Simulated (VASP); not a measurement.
**AlN: single point with PBE**

Crystal: AlN.

```
Al N
1.0
     0.07965    2.11429    2.17811
     2.12090    0.08156    2.17620
     2.16332    2.15480    0.03914
Al N
1 1
Direct
  0.46079 0.49905 0.51407
  0.03921 0.00095 0.98593
```

This cell differs from its parent crystal: atoms moved at random and the cell strained at random.

```yaml
Program: VASP 6.6.1
Task: single point
Functional: PBE
Potentials_or_basis: VASP PAW PBE potentials, release 64 (Al, N)
Cutoff: 520 eV
k_mesh: 10 × 10 × 10
Occupations: gaussian, width 0.02 eV
Spin: no spin polarisation
Dipole_correction: no
Further_INCAR_settings: ALGO = Normal; EDIFF = 1e-06; NBANDS = 11
```

* Pressure: -18.9 GPa
* Largest force: 0.543 eV/Å
* Band gap on the k mesh: 2.81 eV, indirect (least direct gap 3.32 eV)

Forces in eV/Å, atoms in the order of the input:
```
Al  -0.198  0.371  0.343
N    0.198 -0.371 -0.343
```

Stress tensor (GPa, compression positive):
```
-21.90 -15.60  -4.69
-15.60 -18.04  -4.56
 -4.69  -4.56 -16.61
```

Levels at points of the mesh, in eV from the valence-band top:
```
           k point  band 2  band 3  band 4  band 5  band 6  band 7
(0.00, 0.00, 0.00)   -0.86   -0.32    0.00    3.32   10.66   11.43
(0.50, 0.00, 0.00)   -7.55   -1.50   -1.30    4.69    9.06    9.44
(0.00, 0.50, 0.00)   -7.59   -1.50   -1.17    4.53    8.87    9.37
(0.50, 0.50, 0.00)   -6.87   -3.22   -2.08    2.81    5.68   11.77
(0.00, 0.00, 0.50)   -7.88   -1.44   -0.77    4.84    9.27   10.14
(0.50, 0.00, 0.50)   -6.75   -3.08   -2.62    2.86    5.08   11.98
(0.00, 0.50, 0.50)   -6.77   -3.02   -2.63    2.84    5.17   12.02
(0.50, 0.50, 0.50)   -8.11   -1.16   -0.66    5.44    9.64   10.40
```

It took 3.6 min on 1 thread of AMD EPYC 7R13, with other jobs on the host, peak memory 0.18 GiB.

Caveat: the cell differs from its parent crystal (atoms moved at random and the cell strained at random). A k mesh can miss the band edges.
